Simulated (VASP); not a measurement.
# W (C2/m) in VASP: single point with PBEsol

Aim: the single point of W with PBEsol.

All numbers are computed with VASP 6.6.1; they aren't measurements. Logs are shortened: lines on timing, memory, paths and dates and some standing lists are left out, and cuts for length are marked.

## (1) The cell of the first run

The structure is monoclinic, space group C2/m (No. 12). Conventional cell: a = 4.060 Å, b = 4.060 Å, c = 12.199 Å, α = 90.00°, β = 93.18°, γ = 90.00°. W (site symmetry m) has 11 W at 2.44 to 2.95 Å within 3.2 Å. Within 3.8 Å of W (site symmetry m) lie 12 W at 2.87 Å. Within 3.8 Å of W (site symmetry m) lie 12 W at 2.87 Å.

## (2) Single point, PBEsol (the part above a cut slid along it)

File INCAR:

```
SYSTEM = W
ALGO = Fast ; EDIFF = 1E-6
ENCUT = 520 ; GGA = PS
ISIF = 2 ; ISMEAR = 0
LASPH = .True. ; LCHARG = .False.
LREAL = .False. ; LWAVE = .False.
NBANDS = 51 ; NELM = 80
PREC = Accurate ; SIGMA = 0.15
```

File KPOINTS:

```
k-points
0
Gamma
  16 16 4
  0 0 0
```

File POSCAR:

```
W
1.0
   -2.0300000000     -2.0300000000      0.0000000000
    2.0300000000     -2.0300000000      0.0000000000
   -0.6768020000      0.0000000000     12.1800000000
W
6
Direct
   -0.1528055550      0.1528055550      0.9166500000
    0.4861111117      0.5138888883      0.0833166667
   -0.0416722217      0.0416722217      0.2499833333
    0.4305444450      0.5694555550      0.4166500000
   -0.0972388883      0.0972388883      0.5833166667
    0.3749777783      0.6250222217      0.7499833333
```

Potentials or basis: VASP PAW PBE potentials, release 64 (W_sv).

Run with:

```
cat potpaw_PBE.64/W_sv/POTCAR > POTCAR
mpirun -np 1 vasp_std > vasp.out
```

OUTCAR:

```text
SYSTEM = W
   EDIFF = 1E-6
   ENCUT = 520
   GGA = PS
   ISIF = 2
   ISMEAR = 0
   LASPH = .True.
   LREAL = .False.
   NELM = 80
   PREC = Accurate

 ion  position               nearest neighbor table
   1  0.847  0.153  0.917-   2 2.44   6 2.87   6 2.87   6 2.87   6 2.87   2 2.95   2 2.95   2 3.38

   2  0.486  0.514  0.083-   1 2.44   3 2.87   3 2.87   3 2.87   3 2.87   1 2.95   1 2.95   1 3.38

   3  0.958  0.042  0.250-   2 2.87   2 2.87   2 2.87   2 2.87   4 2.87   4 2.87   4 2.87   4 2.87

   4  0.431  0.569  0.417-   3 2.87   5 2.87   3 2.87   3 2.87   5 2.87   5 2.87   3 2.87   5 2.87

   5  0.903  0.097  0.583-   6 2.87   6 2.87   6 2.87   6 2.87   4 2.87   4 2.87   4 2.87   4 2.87

   6  0.375  0.625  0.750-   5 2.87   5 2.87   5 2.87   5 2.87   1 2.87   1 2.87   1 2.87   1 2.87

  LATTYP: Found a base centered monoclinic cell.
 ALAT       =     4.0600000000
 B/A-ratio  =     1.0000000000
 C/A-ratio  =     3.0046279121
 COS(beta)  =    -0.0554810795

  Lattice vectors:

 A1 = (   2.0300000000,  -2.0300000000,   0.0000000000)
 A2 = (   2.0300000000,   2.0300000000,   0.0000000000)
 A3 = (  -0.6768020000,   0.0000000000,  12.1800000000)

Analysis of symmetry for initial positions (statically):
=====================================================================
 Subroutine PRICEL returns:
 Original cell was already a primitive cell.

 Routine SETGRP: Setting up the symmetry group for a
 base centered monoclinic supercell.

 Subroutine GETGRP returns: Found  4 space group operations
 (whereof  2 operations were pure point group operations)
 out of a pool of  4 trial point group operations.

The static configuration has the point symmetry C_1h.
 The point group associated with its full space group is C_2h.

Analysis of symmetry for dynamics (positions and initial velocities):
=====================================================================
 Subroutine PRICEL returns:
 Original cell was already a primitive cell.

 Routine SETGRP: Setting up the symmetry group for a
 base centered monoclinic supercell.

 Subroutine GETGRP returns: Found  4 space group operations
 (whereof  2 operations were pure point group operations)
 out of a pool of  4 trial point group operations.

The dynamic configuration has the point symmetry C_1h.
 The point group associated with its full space group is C_2h.

 Subroutine INISYM returns: Found  4 space group operations
 (whereof  2 operations are pure point group operations),
 and found     1 'primitive' translations

----------------------------------------------------------------------------------------

                                     Primitive cell

  volume of cell :     100.3851

  direct lattice vectors                    reciprocal lattice vectors
    -2.030000000 -2.030000000  0.000000000    -0.246305419 -0.246305419 -0.013686371
     2.030000000 -2.030000000  0.000000000     0.246305419 -0.246305419  0.013686371
    -0.676802000  0.000000000 12.180000000     0.000000000  0.000000000  0.082101806

  length of vectors
     2.870853532  2.870853532 12.198789323     0.348597239  0.348597239  0.082101806

  position of ions in fractional coordinates (direct lattice)
     0.847194445  0.152805555  0.916650000
     0.486111112  0.513888888  0.083316667
     0.958327778  0.041672222  0.249983333
     0.430544445  0.569455555  0.416650000
     0.902761112  0.097238888  0.583316667
     0.374977778  0.625022222  0.749983333

  ion indices of the primitive-cell ions
   primitive index   ion index
                 1           1
                 2           2
                 3           3
                 4           4
                 5           5
                 6           6

----------------------------------------------------------------------------------------

 KPOINTS: k-points

Automatic generation of k-mesh.
 Grid dimensions read from file:
 generate k-points for:   16   16    4

 Generating k-lattice:

  Cartesian coordinates                     Fractional coordinates (reciprocal lattice)
    -0.015394089 -0.015394089 -0.000855398     0.062500000  0.000000000  0.000000000
     0.015394089 -0.015394089  0.000855398     0.000000000  0.062500000  0.000000000
     0.000000000  0.000000000  0.020525452     0.000000000  0.000000000  0.250000000

  Length of vectors
     0.021787327  0.021787327  0.020525452

  Shift w.r.t. Gamma in fractional coordinates (k-lattice)
     0.000000000  0.000000000  0.000000000

 Subroutine IBZKPT returns following result:
 ===========================================

 Found    282 irreducible k-points:

 Following reciprocal coordinates:
            Coordinates               Weight
  0.000000  0.000000  0.000000      1.000000
  0.062500  0.000000 -0.000000      4.000000
  0.125000  0.000000 -0.000000      4.000000
  0.187500  0.000000  0.000000      4.000000
  0.250000  0.000000 -0.000000      4.000000
  0.312500  0.000000 -0.000000      4.000000
[... 16 lines left out ...]
 -0.125000  0.062500  0.000000      4.000000
 -0.062500  0.062500  0.000000      2.000000
 [... further k-points ...]
   k-points           NKPTS =    282   k-points in BZ     NKDIM =    282   number of bands    NBANDS=     51
   number of dos      NEDOS =    301   number of ions     NIONS =      6
   total plane-waves  NPLWV =  55296
   dimension x,y,z NGX =    24 NGY =   24 NGZ =   96
   dimension x,y,z NGXF=    48 NGYF=   48 NGZF=  192
   ions per type =               6
   NGX,Y,Z   is equivalent  to a cutoff of  13.90, 13.90, 13.08 a.u.
   NGXF,Y,Z  is equivalent  to a cutoff of  27.80, 27.80, 26.17 a.u.
 SYSTEM =  W
   PREC   = accura    normal or accurate (medium, high low for compatibility)
   ISTART =      0    job   : 0-new  1-cont  2-samecut
   ICHARG =      2    charge: 1-file 2-atom 10-const
   ISPIN  =      1    spin polarized calculation?
   LNONCOLLINEAR =      F non collinear calculations
   LSORBIT =      F    spin-orbit coupling
   LASPH  =      T    aspherical Exc in radial PAW
   ENCUT  =  520.0 eV  38.22 Ry    6.18 a.u.   5.34  5.34 22.68*2*pi/ulx,y,z
   NELM   =     80;   NELMIN=  2; NELMDL= -5     # of ELM steps
   EDIFF  = 0.1E-05   stopping-criterion for ELM
   LREAL  =      F    real-space projection
   EDIFFG = 0.1E-04   stopping-criterion for IOM
   NSW    =      0    number of steps for IOM
   IBRION =     -1    ionic relax: 0-MD 1-quasi-New 2-CG
   NFREE  =      0    steps in history (QN), initial steepest desc. (CG)
   ISIF   =      2    stress and relaxation
   ISYM   =      2    0-nonsym 1-usesym 2-fastsym
   POTIM  = 0.5000    time-step for ionic-motion
   TEBEG  =    0.0;   TEEND  =   0.0 temperature during run
   PSTRESS=    0.0 pullay stress
   NELECT =      84.0000    total number of electrons
   NUPDOWN=      -1.0000    fix difference up-down
   EMIN   =  10.00;   EMAX   =-10.00  energy-range for DOS
   EFERMI =   0.00;   METHOD = LEGACY
   ISMEAR =     0;   SIGMA  =   0.15  broadening in eV -4-tet -1-fermi 0-gaus
   EFERMI_NEDOS =   21; number of points for ismear=-14 and -15
   IALGO  =     68    algorithm
   IMIX   =      4    mixing-type and parameters
     AMIX     =   0.40;   BMIX     =  1.00
     AMIX_MAG =   1.60;   BMIX_MAG =  1.00
  volume/ion in A,a.u.               =      16.73       112.91
  Fermi-wavevector in a.u.,A,eV,Ry     =   1.542688  2.915258 32.380324  2.379887
  Thomas-Fermi vector in A             =   2.648457
   LORBIT       =      0    0 simple, 1 ext, 2 COOP (PROOUT), +10 PAW based schemes
   GGA     = PS    functional components
   LHFCALC =     F    Hartree Fock is set to
   AEXX    =    0.0000 exact exchange contribution
   IVDW    =     0    specifies the selected vdW correction
   LEPSILON=     F    determine dielectric tensor
   LRPA    =     F    only Hartree local field effects (RPA)
 non-spin polarized calculation
 RMM-DIIS sequential band-by-band and
 Gauss-broadening in eV      SIGMA  =   0.15
  energy-cutoff  :      520.00
  volume of cell :      100.39
 maximum number of plane-waves:      2736
 NGX is ok and might be reduce to    24
   NGX = 11   NGY = 11   NGZ = 45

 number of electron      83.9999995 magnetization

 Free energy of the ion-electron system (eV)
  ---------------------------------------------------
  ext. energy  EPLUGINS =         0.00000000
  ---------------------------------------------------
  free energy    TOTEN  =       -79.44249994 eV

  energy without entropy =      -79.36485277  energy(sigma->0) =      -79.40367635

 E-fermi :  10.1070     XC(G=0): -13.4338

 val. band max:       10.1058014810   @ k =   0.3750   0.0625   0.2500
 cond. band min:      10.1076284923   @ k =   0.1875   0.0000   0.5000
 fundamental gap:      0.0018270113
 Fermi energy:        10.1070178010

 k-point     1 :       0.0000    0.0000    0.0000
  band No.  band energies     occupation
      1     -63.6445      2.00000
      2     -63.5652      2.00000
      3     -63.5516      2.00000
      4     -63.4844      2.00000
      5     -63.4813      2.00000
      6     -63.4294      2.00000
[... 43 lines left out ...]
     50      12.8960      0.00000
     51      13.0356      0.00000

 k-point     2 :       0.0625    0.0000   -0.0000
  band No.  band energies     occupation
      1     -63.6424      2.00000
      2     -63.5634      2.00000
      3     -63.5498      2.00000
      4     -63.4838      2.00000
      5     -63.4803      2.00000
      6     -63.4291      2.00000
[... 43 lines left out ...]
     50      12.8836      0.00000
     51      13.3040      0.00000

 k-point     3 :       0.1250    0.0000   -0.0000
  band No.  band energies     occupation
      1     -63.6365      2.00000
      2     -63.5582      2.00000
      3     -63.5448      2.00000
      4     -63.4819      2.00000
      5     -63.4776      2.00000
      6     -63.4285      2.00000
[... 43 lines left out ...]
     50      12.3952      0.00000
     51      12.7992      0.00000
[... 1027 lines left out ...]
 k-point    23 :      -0.1250    0.0625    0.0000
  band No.  band energies     occupation
      1     -63.6345      2.00000
      2     -63.5567      2.00000
      3     -63.5429      2.00000
      4     -63.4819      2.00000
      5     -63.4759      2.00000
      6     -63.4282      2.00000
[... 43 lines left out ...]
     50      12.5357      0.00000
     51      12.8276      0.00000

 k-point    24 :      -0.0625    0.0625    0.0000
  band No.  band energies     occupation
      1     -63.6403      2.00000
      2     -63.5617      2.00000
      3     -63.5479      2.00000
      4     -63.4837      2.00000
      5     -63.4788      2.00000
      6     -63.4289      2.00000
[... 43 lines left out ...]
     50      12.7912      0.00000
     51      12.8186      0.00000

 [... further k-points ...]

------------------------ aborting loop because EDIFF is reached ----------------------------------------

  FORCE on cell =-STRESS in cart. coord.  units (eV):
  Direction    XX          YY          ZZ          XY          YZ          ZX
  --------------------------------------------------------------------------------------
  -------------------------------------------------------------------------------------
  Total       -7.2850934     -6.4322830     -3.5856027      0.0000000      0.0000000      1.4241842
  in kB     -116.2723220   -102.6612066    -57.2273172      0.0000000      0.0000000     22.7304156
  external PRESSURE =     -92.0536153 kB  Pullay stress =       0.0000000 kB

 VOLUME and BASIS-vectors are now :
 -----------------------------------------------------------------------------
  energy-cutoff  :      520.00
  volume of cell :      100.39
      direct lattice vectors                 reciprocal lattice vectors
    -2.030000000 -2.030000000  0.000000000    -0.246305419 -0.246305419 -0.013686371
     2.030000000 -2.030000000  0.000000000     0.246305419 -0.246305419  0.013686371
    -0.676802000  0.000000000 12.180000000     0.000000000  0.000000000  0.082101806

 POSITION                                       TOTAL-FORCE (eV/Angst)
 -----------------------------------------------------------------------------------
     -2.03000     -2.03000     11.16480        -1.781553      0.000000     -0.555186
     -0.00000     -2.03000      1.01480         1.781553      0.000000      0.555186
     -2.03000     -2.03000      3.04480        -0.156301      0.000000      0.482230
     -0.00000     -2.03000      5.07480        -0.153429      0.000000      0.115610
     -2.03000     -2.03000      7.10480         0.153429      0.000000     -0.115610
      0.00000     -2.03000      9.13480         0.156301      0.000000     -0.482230
 -----------------------------------------------------------------------------------
    total drift:                               -0.000001      0.000000      0.000003

  FREE ENERGIE OF THE ION-ELECTRON SYSTEM (eV)
  ---------------------------------------------------
  free  energy   TOTEN  =       -79.4424999411 eV

  energy  without entropy=      -79.3648527671  energy(sigma->0) =      -79.40367635
```

It took 23 min on 1 thread of Intel Xeon Platinum 8488C (Sapphire Rapids), shared host; peak memory 0.94 GiB.

Results:

```yaml
Free_energy: -79.4425 eV
Pressure: -9.2 GPa
Largest_force: 1.866 eV/Å
Band_gap_on_the_k_mesh: zero (bands 42 and 43 overlap by 2.49 eV)
```

Forces on the atoms (eV/Å):
```
W   -1.782  0.000 -0.555
W    1.782  0.000  0.555
W   -0.156  0.000  0.482
W   -0.153  0.000  0.116
W    0.153  0.000 -0.116
W    0.156  0.000 -0.482
```

Levels at points of the mesh, in eV from the Fermi level:
| k point | band 38 | band 39 | band 40 | band 41 | band 42 | band 43 | band 44 | band 45 | band 46 | band 47 |
| --- | --- | --- | --- | --- | --- | --- | --- | --- | --- | --- |
| (0.00, 0.00, 0.00) | -0.31 | -0.08 | -0.05 | 0.18 | 0.28 | 0.44 | 0.83 | 1.08 | 1.11 | 2.25 |
| (0.50, 0.00, 0.00) | -1.05 | -0.57 | -0.54 | -0.43 | -0.25 | -0.17 | 0.02 | 0.07 | 0.66 | 0.82 |
| (0.50, 0.50, 0.00) | -0.33 | -0.32 | -0.29 | 1.82 | 2.03 | 2.20 | 2.24 | 2.91 | 3.37 | 4.58 |
| (0.00, 0.00, 0.50) | -0.38 | -0.32 | -0.17 | 0.03 | 0.22 | 1.11 | 1.31 | 1.47 | 1.82 | 1.89 |
| (0.50, 0.00, 0.50) | -1.01 | -0.96 | -0.86 | -0.62 | -0.48 | 0.03 | 0.12 | 0.34 | 0.50 | 0.72 |
| (0.50, 0.50, 0.50) | -1.84 | 0.69 | 0.90 | 1.58 | 1.63 | 1.86 | 1.91 | 3.61 | 3.99 | 4.01 |

Caveat: the cell differs from its parent crystal (the part above a cut slid along it); the stress differs along the axes, from -12 to -6 GPa; the PAW data sets were made with another functional, which shifts forces and pressure a little; spin-orbit coupling is left out, which moves the levels of the heavy elements.
